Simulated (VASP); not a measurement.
# C: single point with PBEsol

C:

```
C
1.0
    -1.17100    1.17100    1.17100
     1.17100   -1.17100    1.17100
     1.17100    1.17100   -1.17100
C
1
Direct
  0.00000 0.00000 0.00000
```

```
Program                 : VASP 6.6.1
Task                    : single point
Functional              : PBEsol
Potentials or basis     : VASP PAW PBE potentials, release 64 (C)
Cutoff                  : 520 eV
k mesh                  : 22 × 22 × 22
Occupations             : fermi-dirac, width 0.08 eV
Spin                    : no spin polarisation
Dipole correction       : no
k mesh for the DOS      : 33 × 33 × 33
Occupations for the DOS : tetrahedron
Further INCAR settings  : ALGO = Normal; EDIFF = 1e-06
```

```
Valence electrons inside the program's atomic spheres : C 2.11
```

Levels at points of the mesh, in eV from the Fermi level:
```
           k point  band 1  band 2  band 3  band 4  band 5  band 6
(0.00, 0.00, 0.00)  -20.17    9.51    9.51    9.51   33.85   33.85
```

Run time: 51 s on 1 thread of Intel Xeon 8259CL, with other jobs on the host, peak memory 0.18 GiB.
